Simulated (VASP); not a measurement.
# BaTlN in VASP: a series of runs, part 2 of 2

VASP 6.6.1. Earlier steps stand in the parts before.

### 3 Single point, PBE

This run uses another cell than the first one, of 27.21 Å³/atom.

The input, INCAR:

```
SYSTEM = BaTlN
PREC = Accurate ; ENCUT = 600
EDIFF = 1E-6 ; ISMEAR = 0
SIGMA = 0.15 ; LREAL = .False.
LASPH = .True. ; NELM = 120
ALGO = Normal ; ISIF = 2
LWAVE = .False. ; LCHARG = .False.
GGA = PE ; NBANDS = 21
GGA_COMPAT = .False.
```

The input, KPOINTS:

```
Automatic mesh
0
Gamma
  4 4 3
  0 0 0
```

The input, POSCAR:

```
BaTlN
1.0
    3.7591427858      0.0000000000      0.0000000000
    0.0000000000      3.7591427858      0.0000000000
    0.0000000000      0.0000000000      5.7772373300
Ba Tl N
1 1 1
Direct
    0.5000000000      0.5000000000      0.0000000000
    0.0000000000      0.0000000000      0.5000000000
    0.0000000000      0.0000000000      0.0000000000
```

Potentials or basis: VASP PAW PBE potentials, release 64 (Ba_sv, Tl_d, N).

Command:

```sh
> cat potpaw_PBE.64/Ba_sv/POTCAR potpaw_PBE.64/Tl_d/POTCAR potpaw_PBE.64/N/POTCAR > POTCAR
> mpirun -np 1 vasp_std > vasp.out
```

OUTCAR:

```text
SYSTEM = BaTlN
   PREC = Accurate
   ENCUT = 600
   EDIFF = 1E-6
   ISMEAR = 0
   LREAL = .False.
   LASPH = .True.
   NELM = 120
   ISIF = 2
   GGA = PE

 ion  position               nearest neighbor table
   1  0.500  0.500  0.000-   3 2.66   3 2.66   3 2.66   3 2.66   2 3.93   2 3.93   2 3.93   2 3.93
                             2 3.93   2 3.93   2 3.93   2 3.93
   2  0.000  0.000  0.500-   3 2.89   3 2.89   1 3.93   1 3.93   1 3.93   1 3.93   1 3.93   1 3.93
                             1 3.93   1 3.93
   3  0.000  0.000  0.000-   1 2.66   1 2.66   1 2.66   1 2.66   2 2.89   2 2.89

  LATTYP: Found a simple tetragonal cell.
 ALAT       =     3.7591427858
 C/A-ratio  =     1.5368496647

  Lattice vectors:

 A1 = (   3.7591427858,   0.0000000000,   0.0000000000)
 A2 = (   0.0000000000,   3.7591427858,   0.0000000000)
 A3 = (   0.0000000000,   0.0000000000,   5.7772373300)

Analysis of symmetry for initial positions (statically):
=====================================================================
 Subroutine PRICEL returns:
 Original cell was already a primitive cell.

 Routine SETGRP: Setting up the symmetry group for a
 simple tetragonal supercell.

 Subroutine GETGRP returns: Found 16 space group operations
 (whereof 16 operations were pure point group operations)
 out of a pool of 16 trial point group operations.

The static configuration has the point symmetry D_4h.

Analysis of symmetry for dynamics (positions and initial velocities):
=====================================================================
 Subroutine PRICEL returns:
 Original cell was already a primitive cell.

 Routine SETGRP: Setting up the symmetry group for a
 simple tetragonal supercell.

 Subroutine GETGRP returns: Found 16 space group operations
 (whereof 16 operations were pure point group operations)
 out of a pool of 16 trial point group operations.

The dynamic configuration has the point symmetry D_4h.

 Subroutine INISYM returns: Found 16 space group operations
 (whereof 16 operations are pure point group operations),
 and found     1 'primitive' translations
[... 102 lines left out ...]
   IMIX   =      4    mixing-type and parameters
     AMIX     =   0.40;   BMIX     =  1.00
     AMIX_MAG =   1.60;   BMIX_MAG =  1.00
  volume/ion in A,a.u.               =      27.21       183.64
  Fermi-wavevector in a.u.,A,eV,Ry     =   1.145939  2.165511 17.866851  1.313177
  Thomas-Fermi vector in A             =   2.282626
   LORBIT       =      0    0 simple, 1 ext, 2 COOP (PROOUT), +10 PAW based schemes
   GGA     = PE    functional components
   LHFCALC =     F    Hartree Fock is set to
   AEXX    =    0.0000 exact exchange contribution
   IVDW    =     0    specifies the selected vdW correction
   LEPSILON=     F    determine dielectric tensor
   LRPA    =     F    only Hartree local field effects (RPA)
 non-spin polarized calculation
 Gauss-broadening in eV      SIGMA  =   0.15
  energy-cutoff  :      600.00
  volume of cell :       81.64
 maximum number of plane-waves:      2767
   NGX = 15   NGY = 15   NGZ = 23

 number of electron      28.0000005 magnetization

 Free energy of the ion-electron system (eV)
  ---------------------------------------------------
  ext. energy  EPLUGINS =         0.00000000
  ---------------------------------------------------
  free energy    TOTEN  =       -12.10418179 eV

  energy without entropy =      -12.06757069  energy(sigma->0) =      -12.08587624

 E-fermi :   3.1963     XC(G=0):  -9.2742

 val. band max:        3.1956684273   @ k =   0.2500   0.2500   0.0000
 cond. band min:       3.2714877688   @ k =   0.2500   0.2500   0.3333
 fundamental gap:      0.0758193415
 Fermi energy:         3.1963368485

 k-point     1 :       0.0000    0.0000    0.0000
  band No.  band energies     occupation
      1     -23.3641      2.00000
      2      -8.9469      2.00000
      3      -8.8873      2.00000
      4      -8.1650      2.00000
      5      -8.1650      2.00000
      6      -7.9599      2.00000
[... 277 lines left out ...]
     20       8.4246      0.00000
     21       9.6685      0.00000

------------------------ aborting loop because EDIFF is reached ----------------------------------------

  FORCE on cell =-STRESS in cart. coord.  units (eV):
  Direction    XX          YY          ZZ          XY          YZ          ZX
  --------------------------------------------------------------------------------------
  -------------------------------------------------------------------------------------
  Total        0.5223677      0.5223677      0.1804611      0.0000000     -0.0000000      0.0000000
  in kB       10.2515388     10.2515388      3.5415746      0.0000000     -0.0000000      0.0000000
  external PRESSURE =       8.0148840 kB  Pullay stress =       0.0000000 kB

 VOLUME and BASIS-vectors are now :
 -----------------------------------------------------------------------------
  energy-cutoff  :      600.00
  volume of cell :       81.64
      direct lattice vectors                 reciprocal lattice vectors
     3.759142786  0.000000000  0.000000000     0.266018094  0.000000000  0.000000000
     0.000000000  3.759142786  0.000000000     0.000000000  0.266018094  0.000000000
     0.000000000  0.000000000  5.777237330     0.000000000  0.000000000  0.173093114

 POSITION                                       TOTAL-FORCE (eV/Angst)
 -----------------------------------------------------------------------------------
      1.87957      1.87957      0.00000         0.000000      0.000000      0.000000
      0.00000      0.00000      2.88862         0.000000      0.000000      0.000000
      0.00000      0.00000      0.00000         0.000000      0.000000      0.000000
 -----------------------------------------------------------------------------------
    total drift:                                0.000000      0.000000      0.000000

  FREE ENERGIE OF THE ION-ELECTRON SYSTEM (eV)
  ---------------------------------------------------
  free  energy   TOTEN  =       -12.1041817942 eV

  energy  without entropy=      -12.0675706880  energy(sigma->0) =      -12.08587624
```

Wall time 21 s (1 thread of Intel Xeon Platinum 8375C at 2.90GHz (Ice Lake), shared host); peak memory 0.21 GiB.

Results:

| Property | Result |
| --- | --- |
| Free energy | -12.1042 eV |
| Pressure | 0.8 GPa |
| Band gap on the k mesh | zero (bands 14 and 15 overlap by 1.07 eV) |

Stress tensor (GPa, compression positive):
```
1.03 0.00 0.00
0.00 1.03 0.00
0.00 0.00 0.35
```

Levels at points of the mesh, in eV from the Fermi level:
```tsv
k point	band 12	band 13	band 14	band 15	band 16	band 17
(0.00, 0.00, 0.00)	-1.72	0.10	0.10	2.17	4.17	4.97
(0.50, 0.00, 0.00)	-2.36	-2.35	-1.72	-0.93	4.18	6.42
(0.50, 0.50, 0.00)	-1.46	0.14	0.14	1.13	1.13	2.93
```

Caveat: the k points lie up to 0.42 Å⁻¹ apart, too coarse for converged energies and pressures of a metal; spin-orbit coupling is left out, which moves the levels of the heavy elements.

### 4 Single point, PBE

This run uses another cell than the first one, of 42.90 Å³/atom.

The input, INCAR:

```
SYSTEM = BaTlN
PREC     = Accurate       ! precision mode
ENCUT    = 600            ! plane-wave cutoff, eV
EDIFF    = 1E-6           ! SCF threshold, eV
ISMEAR   = 0              ! smearing method
SIGMA    = 0.15           ! smearing width, eV
LREAL    = .FALSE.        ! projectors in reciprocal space
LASPH    = .TRUE.         ! aspherical terms in the spheres
NELM     = 120            ! most SCF steps
ALGO     = Normal         ! electronic algorithm
ISIF     = 2              ! what is computed and relaxed
LWAVE    = .FALSE.        ! write WAVECAR
LCHARG   = .TRUE.         ! write CHGCAR
GGA      = PE             ! functional
LELF     = .TRUE.         ! ELF
LVHAR    = .TRUE.       
NBANDS   = 21             ! bands
GGA_COMPAT= .FALSE.
```

The input, KPOINTS:

```
Automatic mesh
0
G
  3 3 3
  0 0 0
```

The input, POSCAR:

```
BaTlN
1.0
    4.6373357579      0.0000000000      0.0000000000
    0.0000000000      3.7036230090      3.7468973955
    0.0000000000     -3.7036230090      3.7468973955
Ba Tl N
1 1 1
Direct
    0.5000000000      0.9224972902      0.9224972902
    0.5000000000      0.4226634978      0.4226634978
    0.0000000000      0.9224594921      0.9224594921
```

Command:

```sh
> cat potpaw_PBE.64/Ba_sv/POTCAR potpaw_PBE.64/Tl_d/POTCAR potpaw_PBE.64/N/POTCAR > POTCAR
> mpirun -np 1 vasp_std > vasp.out
```

Run time: 29 s. Hardware: 1 thread of Intel Xeon Platinum 8375C at 2.90GHz (Ice Lake), shared host; peak memory 0.26 GiB.

Results (log left out):

| Quantity | Value |
| --- | --- |
| Free energy | -9.6527 eV |
| Pressure | 1.0 GPa |
| Band gap on the k mesh | zero (bands 14 and 15 overlap by 1.81 eV) |

Stress tensor (GPa, compression positive):
```
 2.90  0.00  0.00
 0.00  0.20  0.00
 0.00  0.00 -0.02
```

Levels at points of the mesh, in eV from the Fermi level:
```
           k point  band 11  band 12  band 13  band 14  band 15  band 16  band 17  band 18
(0.00, 0.00, 0.00)    -6.75    -0.11    -0.10     1.68     1.71     1.89     2.24     2.60
```

Caveat: the k points lie up to 0.45 Å⁻¹ apart, too coarse for converged energies and pressures of a metal; spin-orbit coupling is left out, which moves the levels of the heavy elements.

### 5 Single point, PBE

This run uses another cell than the first one, of 29.04 Å³/atom.

The input, INCAR:

```
PREC = Accurate
ENCUT = 600
EDIFF = 1E-6
ISMEAR = 0
SIGMA = 0.15
LREAL = False
LASPH = True
NELM = 120
ALGO = Normal
ISIF = 2
LWAVE = False
LCHARG = False
GGA = PE
NBANDS = 21
GGA_COMPAT = False
```

The input, KPOINTS:

```
Automatic mesh
0
Gamma
  4 4 3
```

The input, POSCAR:

```
BaTlN
1.0
    4.2884662064      0.0000000000      0.0000000000
    0.0000000000      4.2884662064      0.0000000000
    0.0000000000      0.0000000000      4.7373233833
Ba Tl N
1 1 1
Direct
    0.5000000000      0.5000000000      0.9957312521
    0.0000000000      0.0000000000      0.5073809961
    0.5000000000      0.5000000000      0.4928558218
```

Command:

```sh
> cat potpaw_PBE.64/Ba_sv/POTCAR potpaw_PBE.64/Tl_d/POTCAR potpaw_PBE.64/N/POTCAR > POTCAR
> mpirun -np 1 vasp_std > vasp.out
```

Wall time 18 s (1 thread of Intel Xeon Platinum 8375C at 2.90GHz (Ice Lake), shared host); peak memory 0.23 GiB.

The run converged. Its results:

```yaml
Free_energy: -11.2470 eV
Pressure: 1.1 GPa
Largest_force: 0.132 eV/Å
Band_gap_on_the_k_mesh: zero (bands 14 and 15 overlap by 2.48 eV)
```

Forces on the atoms (eV/Å):
```
Ba   0.000  0.000 -0.097
Tl   0.000  0.000 -0.035
N    0.000  0.000  0.132
```

Stress tensor (GPa, compression positive):
```
-0.33  0.00  0.00
 0.00 -0.33  0.00
 0.00  0.00  3.99
```

Levels at points of the mesh, in eV from the Fermi level:
| k point | band 9 | band 10 | band 11 | band 12 | band 13 | band 14 | band 15 | band 16 | band 17 | band 18 |
| --- | --- | --- | --- | --- | --- | --- | --- | --- | --- | --- |
| (0.00, 0.00, 0.00) | -11.07 | -11.00 | -5.86 | -1.04 | -1.04 | 1.20 | 1.41 | 2.18 | 2.33 | 4.73 |
| (0.50, 0.00, 0.00) | -11.02 | -11.01 | -5.77 | -0.48 | -0.34 | 0.08 | 1.00 | 1.31 | 2.03 | 4.74 |
| (0.50, 0.50, 0.00) | -10.98 | -10.71 | -5.38 | -2.08 | -2.08 | 1.32 | 2.86 | 3.14 | 3.14 | 3.18 |

Caveat: the k points lie up to 0.44 Å⁻¹ apart, too coarse for converged energies and pressures of a metal; spin-orbit coupling is left out, which moves the levels of the heavy elements.

### 6 Relaxation of cell and atoms, PBE

This run uses another cell than the first one, of 29.08 Å³/atom.

The input, INCAR:

```
SYSTEM = BaTlN
PREC = Accurate
ENCUT = 600
EDIFF = 1E-7
ISMEAR = 0
SIGMA = 0.15
LREAL = .FALSE.
LASPH = .TRUE.
NELM = 120
ALGO = Normal
ISIF = 3
LWAVE = .FALSE.
LCHARG = .FALSE.
GGA = PE
IBRION = 2
NSW = 36
EDIFFG = -0.08
GGA_COMPAT = .FALSE.
NELMIN = 4
```

The input, KPOINTS:

```
Automatic mesh
0
G
  3 3 3
  0 0 0
```

The input, POSCAR:

```
BaTlN
1.0
    4.2253640600      0.0000000000      0.0000000000
    0.0000000000      4.2253640600      0.0000000000
    0.0000000000      0.0000000000      4.8857401900
Ba Tl N
1 1 1
Direct
    0.0000000000      0.0000000000      0.5000000000
    0.5000000000      0.5000000000      0.0000000000
    0.0000000000      0.0000000000      0.0000000000
```

Potentials or basis: VASP PAW PBE potentials, release 64 (Ba_sv, Tl_d, N).

Command:

```sh
> cat potpaw_PBE.64/Ba_sv/POTCAR potpaw_PBE.64/Tl_d/POTCAR potpaw_PBE.64/N/POTCAR > POTCAR
> mpirun -np 1 vasp_std > vasp.out
```

OUTCAR:

```text
SYSTEM = BaTlN
   PREC = Accurate
   ENCUT = 600
   EDIFF = 1E-7
   ISMEAR = 0
   LREAL = .FALSE.
   LASPH = .TRUE.
   NELM = 120
   ISIF = 3
   GGA = PE
   IBRION = 2
   NSW = 36
   EDIFFG = -0.08
   NELMIN = 4

 ion  position               nearest neighbor table
   1  0.000  0.000  0.500-   3 2.44   3 2.44   2 3.86   2 3.86   2 3.86   2 3.86   2 3.86   2 3.86
                             2 3.86   2 3.86
   2  0.500  0.500  0.000-   1 3.86   1 3.86   1 3.86   1 3.86   1 3.86   1 3.86   1 3.86   1 3.86

   3  0.000  0.000  0.000-   1 2.44   1 2.44

  LATTYP: Found a simple tetragonal cell.
 ALAT       =     4.2253640600
 C/A-ratio  =     1.1562885755

  Lattice vectors:

 A1 = (   4.2253640600,   0.0000000000,   0.0000000000)
 A2 = (   0.0000000000,   4.2253640600,   0.0000000000)
 A3 = (   0.0000000000,   0.0000000000,   4.8857401900)

Analysis of symmetry for initial positions (statically):
=====================================================================
 Subroutine PRICEL returns:
 Original cell was already a primitive cell.

 Routine SETGRP: Setting up the symmetry group for a
 simple tetragonal supercell.

 Subroutine GETGRP returns: Found 16 space group operations
 (whereof 16 operations were pure point group operations)
[... 152 lines left out ...]

  FORCE on cell =-STRESS in cart. coord.  units (eV):
  Direction    XX          YY          ZZ          XY          YZ          ZX
  --------------------------------------------------------------------------------------
  -------------------------------------------------------------------------------------
  Total       -0.4468993     -0.4468993     -1.0958318      0.0000000      0.0000000      0.0000000
  in kB       -8.2084588     -8.2084588    -20.1277784      0.0000000      0.0000000      0.0000000
  external PRESSURE =     -12.1815653 kB  Pullay stress =       0.0000000 kB
[... 61 lines left out ...]
--------------------------------------- Ionic step        3  -------------------------------------------

 number of electron      27.9999998 magnetization

 E-fermi :   3.4480     XC(G=0):  -9.0823

 val. band max:        3.3513165508   @ k =   0.3333   0.3333   0.3333
 cond. band min:       3.6164619390   @ k =   0.3333   0.0000   0.3333
 fundamental gap:      0.2651453882
 Fermi energy:         3.4479699079

 k-point     1 :       0.0000    0.0000    0.0000
  band No.  band energies     occupation
      1     -24.0498      2.00000
      2      -9.5830      2.00000
      3      -9.2608      2.00000
      4      -9.2330      2.00000
      5      -9.2330      2.00000
      6      -7.6523      2.00000
[... 151 lines left out ...]
--------------------------------------- Ionic step        4  -------------------------------------------

 number of electron      27.9999998 magnetization

 Free energy of the ion-electron system (eV)
  ---------------------------------------------------
  ext. energy  EPLUGINS =         0.00000000
  ---------------------------------------------------
  free energy    TOTEN  =       -11.36125125 eV

  energy without entropy =      -11.33908916  energy(sigma->0) =      -11.35017021

 E-fermi :   3.5074     XC(G=0):  -9.1228

 val. band max:        3.4069616867   @ k =   0.3333   0.3333   0.3333
 cond. band min:       3.6852498085   @ k =   0.3333   0.0000   0.3333
 fundamental gap:      0.2782881218
 Fermi energy:         3.5074126155

 k-point     1 :       0.0000    0.0000    0.0000
  band No.  band energies     occupation
      1     -24.0034      2.00000
      2      -9.5371      2.00000
      3      -9.2375      2.00000
      4      -9.1764      2.00000
      5      -9.1764      2.00000
      6      -7.5852      2.00000
[... 145 lines left out ...]
  FREE ENERGIE OF THE ION-ELECTRON SYSTEM (eV)
  ---------------------------------------------------
  free  energy   TOTEN  =       -11.3612512533 eV

  energy  without entropy=      -11.3390891618  energy(sigma->0) =      -11.35017021

 reached required accuracy - stopping structural energy minimisation
```

CONTCAR:

```text
BaTlN
   1.00000000000000
     4.1843138632577919    0.0000000000000000    0.0000000000000000
     0.0000000000000000    4.1843138632577919    0.0000000000000000
    -0.0000000000000000    0.0000000000000000    4.8330986438829386
  Ba              Tl              N
     1     1     1
Direct
     0.0000000000000000    0.0000000000000000    0.5000000000000000
     0.5000000000000000    0.5000000000000000    0.0000000000000000
     0.0000000000000000    0.0000000000000000    1.0000000000000000

  0.00000000E+00  0.00000000E+00  0.00000000E+00
  0.00000000E+00  0.00000000E+00  0.00000000E+00
  0.00000000E+00  0.00000000E+00  0.00000000E+00
```

Wall time 33 s (1 thread of Intel Xeon Platinum 8375C at 2.90GHz (Ice Lake), shared host); peak memory 0.23 GiB.

What came out:

```yaml
Free_energy: -11.3613 eV
Relaxed_volume: 28.21 Å³/atom
Relaxed_cell: a = 4.184 Å, b = 4.184 Å, c = 4.833 Å, α = 90.00°, β = 90.00°, γ = 90.00°
Space_group_after_relaxing_to_0.1_Å: P4/mmm (No. 123)
Energy_gained_by_relaxing: 3.7 meV/atom
Ionic_steps: 4
Pressure_after_relaxing: -0.1 GPa
Band_gap_on_the_k_mesh: zero (bands 14 and 15 overlap by 1.99 eV)
```

Stress tensor (GPa, compression positive):
```
-0.28  0.00  0.00
 0.00 -0.28  0.00
 0.00  0.00  0.23
```

The path:
```
step  energy change (eV)  largest force (eV/Å)  pressure (GPa)  volume (Å³)
   1              0.0000                0.0000           -1.22        87.23
   2             -0.0070                0.0000            0.32        84.46
   3             -0.0090                0.0000           -0.20        85.33
   4             -0.0112                0.0000           -0.11        84.62
```

Final structure:
```
Ba Tl N
1.0
     4.18431    0.00000    0.00000
     0.00000    4.18431    0.00000
     0.00000    0.00000    4.83310
Ba Tl N
1 1 1
Direct
  0.00000 0.00000 0.50000
  0.50000 0.50000 0.00000
  0.00000 0.00000 0.00000
```

Caveat: the k points lie up to 0.50 Å⁻¹ apart in the final cell, too coarse for converged energies and pressures of a metal; spin-orbit coupling is left out, which moves the levels of the heavy elements.

### 7 Overview

```tsv
task	cell	k mesh	gap on the mesh (eV)	pressure (GPa)
single point	a = 4.177, b = 4.177, c = 4.773 Å, 3 atoms, atomic positions A	3 × 3 × 3	none	0.9
single point	a = 3.759, b = 3.759, c = 5.777 Å, 3 atoms, atomic positions B	4 × 4 × 3	none	0.8
single point	a = 4.637, b = 5.268, c = 5.268 Å, angles 89.3, 90.0, 90.0°, 3 atoms, atomic positions C	3 × 3 × 3	none	1.0
single point	a = 4.288, b = 4.288, c = 4.737 Å, 3 atoms, atomic positions D	4 × 4 × 3	none	1.1
relaxation of cell and atoms	relaxed from a = 4.225, b = 4.225, c = 4.886 Å, 3 atoms, atomic positions A	3 × 3 × 3	none	-0.1
```

Alike in all rows: level PBE; potentials or basis VASP PAW PBE potentials, release 64 (Ba_sv, Tl_d, N); no spin polarisation; cutoff (eV) 600; smearing gaussian 0.15 eV.

Caveats: all runs use coarse meshes; spin-orbit coupling is left out, which moves the levels of the heavy elements.

Absolute energies hang on the potentials; compare differences alone.

The gap in the log of VASP goes by the Fermi energy; the results here count the filled bands.